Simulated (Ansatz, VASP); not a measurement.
**Two plane-wave programs on CaSe**

POSCAR

```
CaSe
1.0
    0.0000000000      2.9675351117      2.9675351117
    3.0645735098      0.0000000000      2.9675351117
    3.0645735098      2.9675351117      0.0000000000
Ca Se
1 1
Direct
    0.0000000000      0.0000000000      0.0000000000
    0.5000000000      0.5000000000      0.5000000000
```

File INCAR.step1:

```
SYSTEM = CaSe
PREC = Accurate
ENCUT = 550
ISMEAR = 0
SIGMA = 0.01
LREAL = .FALSE.
LASPH = .TRUE.
NELM = 120
NBANDS = 15
GGA = PE
ALGO = Normal
EDIFF = 1E-5
LWAVE = .TRUE.
LCHARG = .FALSE.
GGA_COMPAT = .FALSE.
```

File INCAR.step2:

```
SYSTEM = CaSe
PREC = Accurate
ENCUT = 550
EDIFF = 1E-6
ISMEAR = 0
SIGMA = 0.01
LREAL = .FALSE.
LASPH = .TRUE.
NELM = 120
ALGO = Normal
ISIF = 2
LWAVE = .FALSE.
LCHARG = .FALSE.
METAGGA = R2SCAN
LMIXTAU = .TRUE.
NBANDS = 15
ISTART = 1
GGA_COMPAT = .FALSE.
```

Contents of KPOINTS:

```
regular mesh
0
G
  8 8 8
  0 0 0
```

Input for Ansatz:

```yaml
crystal:
  lattice:
    - [0.0, 2.9675351117, 2.9675351117]
    - [3.0645735098, 0.0, 2.9675351117]
    - [3.0645735098, 2.9675351117, 0.0]
  atoms:
    - { symbol: Ca, position: [0.0, 0.0, 0.0] }
    - { symbol: Se, position: [0.5, 0.5, 0.5] }
kpoints:
  mp_grid: { grid: [8, 8, 8] }
  band_path:
    path:
      - [0.0, 0.0, 0.0]
      - [0.5, 0.0, 0.5]
      - [0.625, 0.25, 0.625]
      - [0.375, 0.375, 0.75]
      - [0.5, 0.5, 0.5]
      - [0.5, 0.25, 0.75]
    npoints: 1
hamiltonian:
  xc: r2scan
scf:
  occupations: { method: fixed }
  n_extra_bands: 4
output:
  forces: true
  stress: true
  eigenvalues: true
```

Change from the starting cell: uniaxial_x strain +3.3%.

Alike in both runs: task single point; functional r2SCAN; k mesh 8 × 8 × 8; no spin polarisation.

|  | VASP | Ansatz |
| --- | --- | --- |
| version | VASP 6.6.1 | Ansatz 0.2.0 |
| potentials or method | VASP PAW PBE potentials, release 64 (Ca_sv, Se) | plane waves, PAW |
| plane-wave cutoff (eV) | 550 | 500 |
| occupations | gaussian, width 0.01 eV | fixed |
| valence electrons in the cell | 16 | 26 |

```tsv
	VASP	Ansatz	Ansatz less VASP
gap on the k mesh at the Fermi level (eV)	2.58	2.58	0.000
pressure (GPa)	-1.2	-1.5	-0.23
traceless stress, the component that is largest in VASP (GPa)	-1.70	-1.65	+0.052
```

VASP's potentials were made for PBE, not for r2SCAN. VASP's potentials hold 16 valence electrons a cell and Ansatz's 26, so a difference there can come from the potentials and not from the codes.
